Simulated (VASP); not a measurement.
# MgGa2S5 (P6/mmm) in VASP: a series of runs, part 2 of 2

VASP 6.6.1. The steps go on from the part before.

### 4 Relaxation of cell and atoms, PBE

INCAR

```
SYSTEM = MgGa2S5
PREC = Accurate
ENCUT = 600
EDIFF = 1E-7
ISMEAR = 0
SIGMA = 0.1
LREAL = .False.
LASPH = .True.
NELM = 80
ALGO = Normal
ISIF = 3
LWAVE = .False.
LCHARG = .False.
GGA = PE
IBRION = 2
NSW = 90
EDIFFG = -0.04
```

KPOINTS

```
Automatic mesh
0
Gamma
  3 3 4
  0 0 0
```

POSCAR

```
MgGa2S5
1.0
    7.0113874900      0.0000000000      0.0000000000
   -3.5056937500      6.0720396800      0.0000000000
    0.0000000000      0.0000000000      4.0513395600
Mg Ga S
1 2 5
Direct
    0.0000000000      0.0000000000      0.0000000000
    0.3333333300      0.6666666700      0.5000000000
    0.6666666700      0.3333333300      0.5000000000
    0.3333333300      0.6666666700      0.0000000000
    0.0000000000      0.5000000000      0.5000000000
    0.5000000000      0.5000000000      0.5000000000
    0.5000000000      0.0000000000      0.5000000000
    0.6666666700      0.3333333300      0.0000000000
```

Potentials or basis: VASP PAW PBE potentials, release 64 (Mg, Ga_d, S).

Started as:

```console
> cat potpaw_PBE.64/Mg/POTCAR potpaw_PBE.64/Ga_d/POTCAR potpaw_PBE.64/S/POTCAR > POTCAR
> mpirun -np 1 vasp_std > vasp.out
```

OUTCAR:

```text
SYSTEM = MgGa2S5
   PREC = Accurate
   ENCUT = 600
   EDIFF = 1E-7
   ISMEAR = 0
   LREAL = .False.
   LASPH = .True.
   NELM = 80
   ISIF = 3
   GGA = PE
   IBRION = 2
   NSW = 90
   EDIFFG = -0.04

 ion  position               nearest neighbor table
   1  0.000  0.000  0.000-
   2  0.333  0.667  0.500-   5 2.02   7 2.02   6 2.02   4 2.03   4 2.03
   3  0.667  0.333  0.500-   5 2.02   7 2.02   6 2.02   8 2.03   8 2.03
   4  0.333  0.667  0.000-   2 2.03   2 2.03
   5  0.000  0.500  0.500-   2 2.02   3 2.02
   6  0.500  0.500  0.500-   2 2.02   3 2.02
   7  0.500  0.000  0.500-   2 2.02   3 2.02
   8  0.667  0.333  0.000-   3 2.03   3 2.03

  LATTYP: Found a hexagonal cell.
 ALAT       =     7.0113874900
 C/A-ratio  =     0.5778228012

  Lattice vectors:

 A1 = (   7.0113874900,   0.0000000000,   0.0000000000)
 A2 = (  -3.5056937500,   6.0720396800,   0.0000000000)
 A3 = (   0.0000000000,   0.0000000000,   4.0513395600)

Analysis of symmetry for initial positions (statically):
=====================================================================
 Subroutine PRICEL returns:
 Original cell was already a primitive cell.

 Routine SETGRP: Setting up the symmetry group for a
 hexagonal supercell.

 Subroutine GETGRP returns: Found 24 space group operations
 (whereof 24 operations were pure point group operations)
 out of a pool of 24 trial point group operations.

The static configuration has the point symmetry D_6h.

Analysis of symmetry for dynamics (positions and initial velocities):
=====================================================================
 Subroutine PRICEL returns:
 Original cell was already a primitive cell.

 Routine SETGRP: Setting up the symmetry group for a
 hexagonal supercell.

 Subroutine GETGRP returns: Found 24 space group operations
 (whereof 24 operations were pure point group operations)
 out of a pool of 24 trial point group operations.

The dynamic configuration has the point symmetry D_6h.

 Subroutine INISYM returns: Found 24 space group operations
 (whereof 24 operations are pure point group operations),
 and found     1 'primitive' translations

----------------------------------------------------------------------------------------

                                     Primitive cell

  volume of cell :     172.4794

  direct lattice vectors                    reciprocal lattice vectors
     7.011387490  0.000000000  0.000000000     0.142625123  0.082344653  0.000000000
    -3.505693750  6.072039680  0.000000000     0.000000000  0.164689306  0.000000000
     0.000000000  0.000000000  4.051339560     0.000000000  0.000000000  0.246831939

  length of vectors
     7.011387490  7.011387491  4.051339560     0.164689306  0.164689306  0.246831939

  position of ions in fractional coordinates (direct lattice)
     0.000000000  0.000000000  0.000000000
     0.333333330  0.666666670  0.500000000
     0.666666670  0.333333330  0.500000000
     0.333333330  0.666666670  0.000000000
     0.000000000  0.500000000  0.500000000
     0.500000000  0.500000000  0.500000000
     0.500000000  0.000000000  0.500000000
     0.666666670  0.333333330  0.000000000

  ion indices of the primitive-cell ions
   primitive index   ion index
                 1           1
                 2           2
                 3           3
                 4           4
[... 36 lines left out ...]
  0.000000  0.000000  0.250000      2.000000
  0.333333 -0.000000  0.250000     12.000000
  0.333333  0.333333  0.250000      4.000000
  0.000000  0.000000  0.500000      1.000000
  0.333333 -0.000000  0.500000      6.000000
  0.333333  0.333333  0.500000      2.000000
   k-points           NKPTS =      9   k-points in BZ     NKDIM =      9   number of bands    NBANDS=     34
   number of dos      NEDOS =    301   number of ions     NIONS =      8
   total plane-waves  NPLWV = 100352
   dimension x,y,z NGX =    56 NGY =   56 NGZ =   32
   dimension x,y,z NGXF=   112 NGYF=  112 NGZF=   64
   ions per type =               1   2   5
   NGX,Y,Z   is equivalent  to a cutoff of  13.28, 13.28, 13.13 a.u.
   NGXF,Y,Z  is equivalent  to a cutoff of  26.56, 26.56, 26.26 a.u.
 SYSTEM =  MgGa2S5
   PREC   = accura    normal or accurate (medium, high low for compatibility)
   ISTART =      0    job   : 0-new  1-cont  2-samecut
   ICHARG =      2    charge: 1-file 2-atom 10-const
   ISPIN  =      1    spin polarized calculation?
   LNONCOLLINEAR =      F non collinear calculations
   LSORBIT =      F    spin-orbit coupling
   LASPH  =      T    aspherical Exc in radial PAW
   ENCUT  =  600.0 eV  44.10 Ry    6.64 a.u.  14.00 14.00  8.09*2*pi/ulx,y,z
   NELM   =     80;   NELMIN=  2; NELMDL= -5     # of ELM steps
   EDIFF  = 0.1E-06   stopping-criterion for ELM
   LREAL  =      F    real-space projection
   EDIFFG = -.4E-01   stopping-criterion for IOM
   NSW    =     90    number of steps for IOM
   IBRION =      2    ionic relax: 0-MD 1-quasi-New 2-CG
   NFREE  =      1    steps in history (QN), initial steepest desc. (CG)
   ISIF   =      3    stress and relaxation
   ISYM   =      2    0-nonsym 1-usesym 2-fastsym
   POTIM  = 0.5000    time-step for ionic-motion
   TEBEG  =    0.0;   TEEND  =   0.0 temperature during run
   PSTRESS=    0.0 pullay stress
   NELECT =      58.0000    total number of electrons
   NUPDOWN=      -1.0000    fix difference up-down
   EMIN   =  10.00;   EMAX   =-10.00  energy-range for DOS
   EFERMI =   0.00;   METHOD = LEGACY
   ISMEAR =     0;   SIGMA  =   0.10  broadening in eV -4-tet -1-fermi 0-gaus
   EFERMI_NEDOS =   21; number of points for ismear=-14 and -15
   IALGO  =     38    algorithm
   IMIX   =      4    mixing-type and parameters
     AMIX     =   0.40;   BMIX     =  1.00
     AMIX_MAG =   1.60;   BMIX_MAG =  1.00
  volume/ion in A,a.u.               =      21.56       145.49
  Fermi-wavevector in a.u.,A,eV,Ry     =   1.138427  2.151315 17.633361  1.296015
  Thomas-Fermi vector in A             =   2.275131
   LORBIT       =      0    0 simple, 1 ext, 2 COOP (PROOUT), +10 PAW based schemes
   GGA     = PE    functional components
   LHFCALC =     F    Hartree Fock is set to
   AEXX    =    0.0000 exact exchange contribution
   IVDW    =     0    specifies the selected vdW correction
   LEPSILON=     F    determine dielectric tensor
   LRPA    =     F    only Hartree local field effects (RPA)
 conjugate gradient relaxation of ions
 non-spin polarized calculation
 Gauss-broadening in eV      SIGMA  =   0.10
  energy-cutoff  :      600.00
  volume of cell :      172.48
 maximum number of plane-waves:      5788
   NGX = 29   NGY = 29   NGZ = 17

--------------------------------------- Ionic step        1  -------------------------------------------

 number of electron      58.0000007 magnetization

 Free energy of the ion-electron system (eV)
  ---------------------------------------------------
  ext. energy  EPLUGINS =         0.00000000
  ---------------------------------------------------
  free energy    TOTEN  =       -17.40562419 eV

  energy without entropy =      -17.36315550  energy(sigma->0) =      -17.38438985

------------------------ aborting loop because EDIFF is reached ----------------------------------------

  FORCE on cell =-STRESS in cart. coord.  units (eV):
  Direction    XX          YY          ZZ          XY          YZ          ZX
  --------------------------------------------------------------------------------------
  -------------------------------------------------------------------------------------
  Total       31.5843392     31.5843392     51.4539604     -0.0000000     -0.0000000      0.0000000
  in kB      293.3899022    293.3899020    477.9606858     -0.0000002     -0.0000000      0.0000000
  external PRESSURE =     354.9134966 kB  Pullay stress =       0.0000000 kB
[... 29 lines left out ...]
--------------------------------------- Ionic step        2  -------------------------------------------

 number of electron      58.0000021 magnetization

 E-fermi :  -0.8950     XC(G=0):  -6.6369

 val. band max:       -0.8957392210   @ k =   0.3333   0.3333   0.5000
 cond. band min:      -0.8873014921   @ k =   0.3333  -0.0000   0.0000
 fundamental gap:      0.0084377289
 Fermi energy:        -0.8949590121

 k-point     1 :       0.0000    0.0000    0.0000
  band No.  band energies     occupation
      1     -15.4379      2.00000
      2     -15.4288      2.00000
      3     -15.4288      2.00000
      4     -15.3985      2.00000
      5     -15.3628      2.00000
      6     -15.3628      2.00000
[... 531 lines left out ...]
--------------------------------------- Ionic step        7  -------------------------------------------

 number of electron      58.0000007 magnetization

 Free energy of the ion-electron system (eV)
  ---------------------------------------------------
  ext. energy  EPLUGINS =         0.00000000
  ---------------------------------------------------
  free energy    TOTEN  =       -24.29511621 eV

  energy without entropy =      -24.24425011  energy(sigma->0) =      -24.26968316

 E-fermi :   0.4267     XC(G=0):  -7.4070

 val. band max:        0.3887826785   @ k =   0.3333   0.3333   0.2500
 cond. band min:       0.4366359530   @ k =   0.0000   0.0000   0.2500
 fundamental gap:      0.0478532745
 Fermi energy:         0.4267002065

 k-point     1 :       0.0000    0.0000    0.0000
  band No.  band energies     occupation
      1     -14.4238      2.00000
      2     -14.3874      2.00000
      3     -14.3340      2.00000
      4     -14.3340      2.00000
      5     -14.2087      2.00000
      6     -14.2087      2.00000
[... 357 lines left out ...]
  FREE ENERGIE OF THE ION-ELECTRON SYSTEM (eV)
  ---------------------------------------------------
  free  energy   TOTEN  =       -24.2951162128 eV

  energy  without entropy=      -24.2442501103  energy(sigma->0) =      -24.26968316

 reached required accuracy - stopping structural energy minimisation
```

Wall time 8.7 min (1 thread of Intel Xeon Platinum 8488C (Sapphire Rapids), shared host); peak memory 0.34 GiB.

What came out:

```yaml
Free_energy: -24.2951 eV
Relaxed_volume: 32.37 Å³/atom
Relaxed_cell: a = 7.926 Å, b = 7.926 Å, c = 4.759 Å, α = 90.00°, β = 90.00°, γ = 120.00°
Space_group_after_relaxing_to_0.1_Å: P6/mmm (No. 191)
Energy_gained_by_relaxing: 861.2 meV/atom
Ionic_steps: 7
Pressure_after_relaxing: 0.0 GPa
Band_gap_on_the_k_mesh: zero (bands 29 and 30 overlap by 0.52 eV)
```

Step by step:
```tsv
step	energy change (eV)	largest force (eV/Å)	pressure (GPa)	volume (Å³)
1	0.0000	0.0000	35.49	172.48
2	-5.7286	0.0000	-4.42	320.28
3	-6.8648	0.0000	0.56	254.37
4	-6.8682	0.0000	0.00	258.37
5	-6.8683	0.0000	0.26	256.43
6	-6.8845	0.0000	0.13	257.71
7	-6.8895	0.0000	0.02	258.93
```

Final structure:
```
CELL_PARAMETERS angstrom
7.92585 0.00000 0.00000
-3.96292 6.86398 0.00000
0.00000 0.00000 4.75947
ATOMIC_POSITIONS crystal
Mg 0.00000 0.00000 0.00000
Ga 0.33333 0.66667 0.50000
Ga 0.66667 0.33333 0.50000
S 0.33333 0.66667 0.00000
S 0.00000 0.50000 0.50000
S 0.50000 0.50000 0.50000
S 0.50000 0.00000 0.50000
S 0.66667 0.33333 0.00000
```

Caveat: the k points lie up to 0.33 Å⁻¹ apart in the final cell, too coarse for converged energies and pressures of a metal; the volume moved by over 15 % at a fixed basis, so the end points are rough.

### 5 Summary

| task | cell | cutoff (eV) | gap on the mesh (eV) | pressure (GPa) |
| --- | --- | --- | --- | --- |
| single point | a = 7.011, b = 7.011, c = 4.051 Å, angles 90.0, 90.0, 120.0°, 8 atoms | 520 | none | 35.5 |
| single point | a = 7.926, b = 7.926, c = 4.759 Å, angles 90.0, 90.0, 120.0°, 8 atoms | 520 | none | 0.0 |
| relaxation of cell and atoms | relaxed from a = 7.011, b = 7.011, c = 4.051 Å, angles 90.0, 90.0, 120.0°, 8 atoms | 600 | none | 0.0 |

Alike in all rows: level PBE; potentials or basis VASP PAW PBE potentials, release 64 (Mg, Ga_d, S); no spin polarisation; k mesh 3 × 3 × 4; smearing gaussian 0.1 eV.

Caveats: some runs use coarse meshes; the volume moved by over 15 % at a fixed basis, so the end points are rough (at least some runs).

Total energies depend on the potentials used, so only differences within one code and one set of settings carry meaning.
